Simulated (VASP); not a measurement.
# ZnO (zincite) (P6_3mc) in VASP: settings compared

ZnO (zincite) is run at these levels: PBE, PBEsol; tasks: single point.

All numbers are computed with VASP 6.6.1; they aren't measurements. Logs are shortened: lines on timing, memory, paths and dates and some standing lists are left out, and cuts for length are marked.

**The experiment to reproduce.**

From “Electronic structure of alkaline earth and post-transition metal oxides”, 2009, arxiv:0908.1581, for a bulk crystal of ZnO: band gap 3.37 eV.

How close the calculation comes is told below.

### 1 The cell of the first run

Symmetry: P6_3mc, No. 186, hexagonal system. Conventional cell: a = 3.249 Å, b = 3.249 Å, c = 5.206 Å, α = 90.00°, β = 90.00°, γ = 120.00°. Within 2.6 Å of Zn (site symmetry 3m) lie 4 O at 1.97 to 1.98 Å. O (site symmetry 3m) has 4 Zn at 1.97 to 1.98 Å within 2.6 Å.

### 2 Single point, PBE

Contents of INCAR:

```
SYSTEM = ZnO
PREC = Accurate
ENCUT = 520
EDIFF = 1E-6
ISMEAR = -1
SIGMA = 0.05
LREAL = .FALSE.
LASPH = .TRUE.
NELM = 80
ALGO = Normal
ISIF = 2
LWAVE = .FALSE.
LCHARG = .TRUE.
GGA = PE
LELF = .TRUE.
LVHAR = .TRUE.
NBANDS = 26
```

Contents of KPOINTS:

```
regular mesh
0
G
  5 5 3
  0 0 0
```

Contents of POSCAR:

```
ZnO
1.0
    3.2493080000      0.0000000000      0.0000000000
   -1.6246540000      2.8139832727      0.0000000000
    0.0000000000      0.0000000000      5.2057090000
Zn O
2 2
Direct
    0.6666666667      0.3333333333      0.0000000000
    0.3333333333      0.6666666667      0.5000000000
    0.3333333333      0.6666666667      0.8790100000
    0.6666666667      0.3333333333      0.3790100000
```

Potentials or basis: VASP PAW PBE potentials, release 64 (Zn, O).

On the command line:

```sh
$ cat potpaw_PBE.64/Zn/POTCAR potpaw_PBE.64/O/POTCAR > POTCAR
$ mpirun -np 1 vasp_std > vasp.out
```

OUTCAR:

```text
SYSTEM = ZnO
   PREC = Accurate
   ENCUT = 520
   EDIFF = 1E-6
   ISMEAR = -1
   LREAL = .FALSE.
   LASPH = .TRUE.
   NELM = 80
   ISIF = 2
   GGA = PE

 ion  position               nearest neighbor table
   1  0.667  0.333  0.000-   4 1.97   3 1.98   3 1.98   3 1.98
   2  0.333  0.667  0.500-   3 1.97   4 1.98   4 1.98   4 1.98
   3  0.333  0.667  0.879-   2 1.97   1 1.98   1 1.98   1 1.98
   4  0.667  0.333  0.379-   1 1.97   2 1.98   2 1.98   2 1.98

  LATTYP: Found a hexagonal cell.
 ALAT       =     3.2493080000
 C/A-ratio  =     1.6020977390

  Lattice vectors:

 A1 = (   3.2493080000,   0.0000000000,   0.0000000000)
 A2 = (  -1.6246540000,   2.8139832727,   0.0000000000)
 A3 = (   0.0000000000,   0.0000000000,   5.2057090000)

Analysis of symmetry for initial positions (statically):
=====================================================================
 Subroutine PRICEL returns:
 Original cell was already a primitive cell.

 Routine SETGRP: Setting up the symmetry group for a
 hexagonal supercell.

 Subroutine GETGRP returns: Found 12 space group operations
 (whereof  6 operations were pure point group operations)
 out of a pool of 24 trial point group operations.

The static configuration has the point symmetry C_3v.
 The point group associated with its full space group is C_6v.

Analysis of symmetry for dynamics (positions and initial velocities):
=====================================================================
 Subroutine PRICEL returns:
 Original cell was already a primitive cell.

 Routine SETGRP: Setting up the symmetry group for a
 hexagonal supercell.

 Subroutine GETGRP returns: Found 12 space group operations
 (whereof  6 operations were pure point group operations)
 out of a pool of 24 trial point group operations.

The dynamic configuration has the point symmetry C_3v.
 The point group associated with its full space group is C_6v.

 Subroutine INISYM returns: Found 12 space group operations
 (whereof  6 operations are pure point group operations),
 and found     1 'primitive' translations

----------------------------------------------------------------------------------------

                                     Primitive cell

  volume of cell :      47.5984

  direct lattice vectors                    reciprocal lattice vectors
     3.249308000  0.000000000  0.000000000     0.307757836  0.177684070  0.000000000
    -1.624654000  2.813983273  0.000000000     0.000000000  0.355368139  0.000000000
     0.000000000  0.000000000  5.205709000     0.000000000  0.000000000  0.192096792

  length of vectors
     3.249308000  3.249308000  5.205709000     0.355368139  0.355368139  0.192096792

  position of ions in fractional coordinates (direct lattice)
     0.666666667  0.333333333  0.000000000
     0.333333333  0.666666667  0.500000000
     0.333333333  0.666666667  0.879010000
     0.666666667  0.333333333  0.379010000

  ion indices of the primitive-cell ions
   primitive index   ion index
                 1           1
                 2           2
                 3           3
                 4           4

----------------------------------------------------------------------------------------

 KPOINTS: regular mesh

Automatic generation of k-mesh.
 Grid dimensions read from file:
 generate k-points for:    5    5    3

 Generating k-lattice:

  Cartesian coordinates                     Fractional coordinates (reciprocal lattice)
     0.061551567  0.035536814  0.000000000     0.200000000  0.000000000  0.000000000
     0.000000000  0.071073628  0.000000000     0.000000000  0.200000000  0.000000000
     0.000000000  0.000000000  0.064032264     0.000000000  0.000000000  0.333333333

  Length of vectors
     0.071073628  0.071073628  0.064032264

  Shift w.r.t. Gamma in fractional coordinates (k-lattice)
     0.000000000  0.000000000  0.000000000

 Subroutine IBZKPT returns following result:
 ===========================================

 Found     10 irreducible k-points:

 Following reciprocal coordinates:
            Coordinates               Weight
  0.000000  0.000000  0.000000      1.000000
  0.200000 -0.000000  0.000000      6.000000
  0.400000 -0.000000  0.000000      6.000000
  0.200000  0.200000  0.000000      6.000000
  0.400000  0.200000  0.000000      6.000000
  0.000000  0.000000  0.333333      2.000000
  0.200000 -0.000000  0.333333     12.000000
  0.400000 -0.000000  0.333333     12.000000
  0.200000  0.200000  0.333333     12.000000
  0.400000  0.200000  0.333333     12.000000
   k-points           NKPTS =     10   k-points in BZ     NKDIM =     10   number of bands    NBANDS=     26
   number of dos      NEDOS =    301   number of ions     NIONS =      4
   total plane-waves  NPLWV =  23040
   dimension x,y,z NGX =    24 NGY =   24 NGZ =   40
   dimension x,y,z NGXF=    48 NGYF=   48 NGZF=   80
   ions per type =               2   2
   NGX,Y,Z   is equivalent  to a cutoff of  12.28, 12.28, 12.77 a.u.
   NGXF,Y,Z  is equivalent  to a cutoff of  24.56, 24.56, 25.55 a.u.
 SYSTEM =  ZnO
   PREC   = accura    normal or accurate (medium, high low for compatibility)
   ISTART =      0    job   : 0-new  1-cont  2-samecut
   ICHARG =      2    charge: 1-file 2-atom 10-const
   ISPIN  =      1    spin polarized calculation?
   LNONCOLLINEAR =      F non collinear calculations
   LSORBIT =      F    spin-orbit coupling
   LASPH  =      T    aspherical Exc in radial PAW
   ENCUT  =  520.0 eV  38.22 Ry    6.18 a.u.   6.04  6.04  9.68*2*pi/ulx,y,z
   NELM   =     80;   NELMIN=  2; NELMDL= -5     # of ELM steps
   EDIFF  = 0.1E-05   stopping-criterion for ELM
   LREAL  =      F    real-space projection
   EDIFFG = 0.1E-04   stopping-criterion for IOM
   NSW    =      0    number of steps for IOM
   IBRION =     -1    ionic relax: 0-MD 1-quasi-New 2-CG
   NFREE  =      0    steps in history (QN), initial steepest desc. (CG)
   ISIF   =      2    stress and relaxation
   ISYM   =      2    0-nonsym 1-usesym 2-fastsym
   POTIM  = 0.5000    time-step for ionic-motion
   TEBEG  =    0.0;   TEEND  =   0.0 temperature during run
   PSTRESS=    0.0 pullay stress
   NELECT =      36.0000    total number of electrons
   NUPDOWN=      -1.0000    fix difference up-down
   EMIN   =  10.00;   EMAX   =-10.00  energy-range for DOS
   EFERMI =   0.00;   METHOD = LEGACY
   ISMEAR =    -1;   SIGMA  =   0.05  broadening in eV -4-tet -1-fermi 0-gaus
   EFERMI_NEDOS =   21; number of points for ismear=-14 and -15
   IALGO  =     38    algorithm
   IMIX   =      4    mixing-type and parameters
     AMIX     =   0.40;   BMIX     =  1.00
     AMIX_MAG =   1.60;   BMIX_MAG =  1.00
  volume/ion in A,a.u.               =      11.90        80.30
  Fermi-wavevector in a.u.,A,eV,Ry     =   1.491574  2.818667 30.270160  2.224794
  Thomas-Fermi vector in A             =   2.604212
   LORBIT       =      0    0 simple, 1 ext, 2 COOP (PROOUT), +10 PAW based schemes
   GGA     = PE    functional components
   LHFCALC =     F    Hartree Fock is set to
   AEXX    =    0.0000 exact exchange contribution
   IVDW    =     0    specifies the selected vdW correction
   LEPSILON=     F    determine dielectric tensor
   LRPA    =     F    only Hartree local field effects (RPA)
 non-spin polarized calculation
  energy-cutoff  :      520.00
  volume of cell :       47.60
 maximum number of plane-waves:      1289
   NGX = 13   NGY = 13   NGZ = 19

 number of electron      36.0000017 magnetization

 Free energy of the ion-electron system (eV)
  ---------------------------------------------------
  ext. energy  EPLUGINS =         0.00000000
  ---------------------------------------------------
  free energy    TOTEN  =       -17.81467095 eV

  energy without entropy =      -17.81465681  energy(sigma->0) =      -17.81466388

 E-fermi :   1.6215     XC(G=0): -10.9096

 val. band max:        1.2066838459   @ k =   0.0000   0.0000   0.0000
 cond. band min:       1.9936112875   @ k =   0.0000   0.0000   0.0000
 fundamental gap:      0.7869274417
 Fermi energy:         1.6215403649

 k-point     1 :       0.0000    0.0000    0.0000
  band No.  band energies     occupation
      1     -16.8819      2.00000
      2     -16.1502      2.00000
      3      -4.4836      2.00000
      4      -4.4836      2.00000
      5      -4.4444      2.00000
      6      -4.4227      2.00000
[... 18 lines left out ...]
     25      15.3294      0.00000
     26      15.3294      0.00000

 k-point     2 :       0.2000   -0.0000    0.0000
  band No.  band energies     occupation
      1     -16.6779      2.00000
      2     -16.0671      2.00000
      3      -4.6820      2.00000
      4      -4.3816      2.00000
      5      -4.3748      2.00000
      6      -4.2799      2.00000
[... 18 lines left out ...]
     25      14.9917      0.00000
     26      15.4882      0.00000

 k-point     3 :       0.4000   -0.0000    0.0000
  band No.  band energies     occupation
      1     -16.2866      2.00000
      2     -15.9724      2.00000
      3      -4.7733      2.00000
      4      -4.4711      2.00000
      5      -4.2468      2.00000
      6      -3.9685      2.00000
[... 18 lines left out ...]
     25      14.4857      0.00000
     26      15.3443      0.00000

 k-point     4 :       0.2000    0.2000    0.0000
  band No.  band energies     occupation
      1     -16.3749      2.00000
      2     -15.9809      2.00000
      3      -4.6347      2.00000
      4      -4.5018      2.00000
      5      -4.2207      2.00000
      6      -4.1371      2.00000
[... 18 lines left out ...]
     25      13.2355      0.00000
     26      16.2127      0.00000
[... 90 lines left out ...]
      1     -16.2025      2.00000
      2     -16.0450      2.00000
      3      -4.8937      2.00000
      4      -4.7815      2.00000
      5      -4.1489      2.00000
      6      -4.0330      2.00000
[... 18 lines left out ...]
     25      14.6590      0.00000
     26      15.0908      0.00000

 k-point     9 :       0.2000    0.2000    0.3333
  band No.  band energies     occupation
      1     -16.2728      2.00000
      2     -16.0753      2.00000
      3      -4.7800      2.00000
      4      -4.6990      2.00000
      5      -4.2312      2.00000
      6      -4.2167      2.00000
[... 18 lines left out ...]
     25      13.8669      0.00000
     26      15.9097      0.00000

 k-point    10 :       0.4000    0.2000    0.3333
  band No.  band energies     occupation
      1     -16.0819      2.00000
      2     -16.0110      2.00000
      3      -4.6675      2.00000
      4      -4.5687      2.00000
      5      -4.2611      2.00000
      6      -4.0359      2.00000
[... 18 lines left out ...]
     25      15.0552      0.00000
     26      15.7260      0.00000

------------------------ aborting loop because EDIFF is reached ----------------------------------------

  FORCE on cell =-STRESS in cart. coord.  units (eV):
  Direction    XX          YY          ZZ          XY          YZ          ZX
  --------------------------------------------------------------------------------------
  -------------------------------------------------------------------------------------
  Total        1.6132411      1.6132411      2.1148143      0.0000000      0.0000000      0.0000000
  in kB       54.3022185     54.3022185     71.1853366      0.0000000      0.0000000      0.0000000
  external PRESSURE =      59.9299246 kB  Pullay stress =       0.0000000 kB

 VOLUME and BASIS-vectors are now :
 -----------------------------------------------------------------------------
  energy-cutoff  :      520.00
  volume of cell :       47.60
      direct lattice vectors                 reciprocal lattice vectors
     3.249308000  0.000000000  0.000000000     0.307757836  0.177684070  0.000000000
    -1.624654000  2.813983273  0.000000000     0.000000000  0.355368139  0.000000000
     0.000000000  0.000000000  5.205709000     0.000000000  0.000000000  0.192096792

 POSITION                                       TOTAL-FORCE (eV/Angst)
 -----------------------------------------------------------------------------------
      1.62465      0.93799      0.00000        -0.000000     -0.000000     -0.073964
     -0.00000      1.87599      2.60285         0.000000      0.000000     -0.073964
     -0.00000      1.87599      4.57587        -0.000000      0.000000      0.073964
      1.62465      0.93799      1.97302         0.000000     -0.000000      0.073964
 -----------------------------------------------------------------------------------
    total drift:                               -0.000000     -0.000000     -0.000232

  FREE ENERGIE OF THE ION-ELECTRON SYSTEM (eV)
  ---------------------------------------------------
  free  energy   TOTEN  =       -17.8146709549 eV

  energy  without entropy=      -17.8146568104  energy(sigma->0) =      -17.81466388
```

Run time: 6.5 s. Hardware: 1 thread of Intel Xeon 6975P-C (Granite Rapids), shared host; peak memory 0.15 GiB.

What came out:

```yaml
Free_energy: -17.8147 eV
Pressure: 6.0 GPa
Largest_force: 0.074 eV/Å
Band_gap_on_the_k_mesh: 0.79 eV, direct
```

Forces on the atoms (eV/Å):
```
Zn   0.000  0.000 -0.074
Zn   0.000  0.000 -0.074
O    0.000  0.000  0.074
O    0.000  0.000  0.074
```

Caveat: the k points lie up to 0.45 Å⁻¹ apart.

### 3 Single point, PBEsol

Contents of INCAR:

```
SYSTEM = ZnO
PREC = Accurate ; ENCUT = 520
EDIFF = 1E-6 ; ISMEAR = -1
SIGMA = 0.05 ; LREAL = .False.
LASPH = .True. ; NELM = 80
ALGO = Normal ; ISIF = 2
LWAVE = .False. ; LCHARG = .False.
GGA = PS ; NBANDS = 26
```

Contents of KPOINTS:

```
regular mesh
0
Gamma
  9 9 5
  0 0 0
```

POSCAR is that of step 2.

Potentials or basis: VASP PAW PBE potentials, release 64 (Zn, O).

On the command line:

```sh
$ cat potpaw_PBE.64/Zn/POTCAR potpaw_PBE.64/O/POTCAR > POTCAR
$ mpirun -np 1 vasp_std > vasp.out
```

OUTCAR:

```text
SYSTEM = ZnO
   PREC = Accurate
   ENCUT = 520
   EDIFF = 1E-6
   ISMEAR = -1
   LREAL = .False.
   LASPH = .True.
   NELM = 80
   ISIF = 2
   GGA = PS

 ion  position               nearest neighbor table
   1  0.667  0.333  0.000-   4 1.97   3 1.98   3 1.98   3 1.98
   2  0.333  0.667  0.500-   3 1.97   4 1.98   4 1.98   4 1.98
   3  0.333  0.667  0.879-   2 1.97   1 1.98   1 1.98   1 1.98
   4  0.667  0.333  0.379-   1 1.97   2 1.98   2 1.98   2 1.98

  LATTYP: Found a hexagonal cell.
 ALAT       =     3.2493080000
 C/A-ratio  =     1.6020977390

[... 886 lines left out ...]
     26      15.5261      0.00000

 [... further k-points ...]
[... 5 lines left out ...]
  --------------------------------------------------------------------------------------
  -------------------------------------------------------------------------------------
  Total       -0.3486263     -0.3486263      0.1631299      0.0000000      0.0000000      0.0000000
  in kB      -11.7348739    -11.7348739      5.4910047      0.0000000      0.0000000      0.0000000
  external PRESSURE =      -5.9929143 kB  Pullay stress =       0.0000000 kB

 VOLUME and BASIS-vectors are now :
 -----------------------------------------------------------------------------
  energy-cutoff  :      520.00
  volume of cell :       47.60
      direct lattice vectors                 reciprocal lattice vectors
     3.249308000  0.000000000  0.000000000     0.307757836  0.177684070  0.000000000
    -1.624654000  2.813983273  0.000000000     0.000000000  0.355368139  0.000000000
     0.000000000  0.000000000  5.205709000     0.000000000  0.000000000  0.192096792

 POSITION                                       TOTAL-FORCE (eV/Angst)
 -----------------------------------------------------------------------------------
      1.62465      0.93799      0.00000        -0.000000      0.000000     -0.065407
     -0.00000      1.87599      2.60285         0.000000     -0.000000     -0.065407
     -0.00000      1.87599      4.57587        -0.000000      0.000000      0.065407
      1.62465      0.93799      1.97302         0.000000      0.000000      0.065407
 -----------------------------------------------------------------------------------
    total drift:                               -0.000000     -0.000000     -0.000744

  FREE ENERGIE OF THE ION-ELECTRON SYSTEM (eV)
  ---------------------------------------------------
  free  energy   TOTEN  =       -19.4103015691 eV

  energy  without entropy=      -19.4102916805  energy(sigma->0) =      -19.41029662
```

OSZICAR:

```text
N       E                     dE             d eps       ncg     rms          rms(c)
DAV:   1     0.299572667688E+03    0.29957E+03   -0.18274E+04  1880   0.203E+03
DAV:   2     0.103052426210E+02   -0.28927E+03   -0.27105E+03  1974   0.414E+02
DAV:   3    -0.215676150795E+02   -0.31873E+02   -0.31450E+02  2052   0.140E+02
DAV:   4    -0.222064229963E+02   -0.63881E+00   -0.63735E+00  2124   0.202E+01
DAV:   5    -0.222096977200E+02   -0.32747E-02   -0.32744E-02  2032   0.150E+00    0.140E+01
DAV:   6    -0.192841724921E+02    0.29255E+01   -0.56123E+00  2922   0.604E+01    0.900E+00
DAV:   7    -0.194594587920E+02   -0.17529E+00   -0.26205E+00  1952   0.159E+01    0.539E+00
DAV:   8    -0.194590250159E+02    0.43378E-03   -0.50971E-01  2666   0.717E+00    0.164E+00
DAV:   9    -0.194082964881E+02    0.50729E-01   -0.94448E-02  2750   0.607E+00    0.354E-01
DAV:  10    -0.194102573070E+02   -0.19608E-02   -0.37679E-02  1892   0.132E+00    0.110E-01
DAV:  11    -0.194102748577E+02   -0.17551E-04   -0.58631E-04  2042   0.200E-01    0.232E-02
DAV:  12    -0.194103006327E+02   -0.25775E-04   -0.33208E-05  1968   0.780E-02    0.176E-02
DAV:  13    -0.194103015691E+02   -0.93638E-06   -0.43310E-06  2110   0.417E-02
   1 F= -.19410302E+02 E0= -.19410297E+02  d E =-.988854E-05
```

Wall time 18 s (1 thread of Intel Xeon 6975P-C (Granite Rapids), shared host); peak memory 0.17 GiB.

What came out:

| Item | Value |
| --- | --- |
| Free energy | -19.4103 eV |
| Pressure | -0.6 GPa |
| Largest force | 0.065 eV/Å |
| Band gap on the k mesh | 0.68 eV, direct |

Forces in eV/Å, atoms in the order of the input:
```
Zn   0.000  0.000 -0.065
Zn   0.000  0.000 -0.065
O    0.000  0.000  0.065
O    0.000  0.000  0.065
```

Levels at points of the mesh, in eV from the valence-band top:
| k point | band 15 | band 16 | band 17 | band 18 | band 19 | band 20 | band 21 | band 22 |
| --- | --- | --- | --- | --- | --- | --- | --- | --- |
| (0.00, 0.00, 0.00) | -0.82 | -0.07 | 0.00 | 0.00 | 0.68 | 5.10 | 8.14 | 12.72 |

Caveat: the PAW data sets were made with another functional, which shifts forces and pressure a little.

(Part 1 of 2 ends here.)
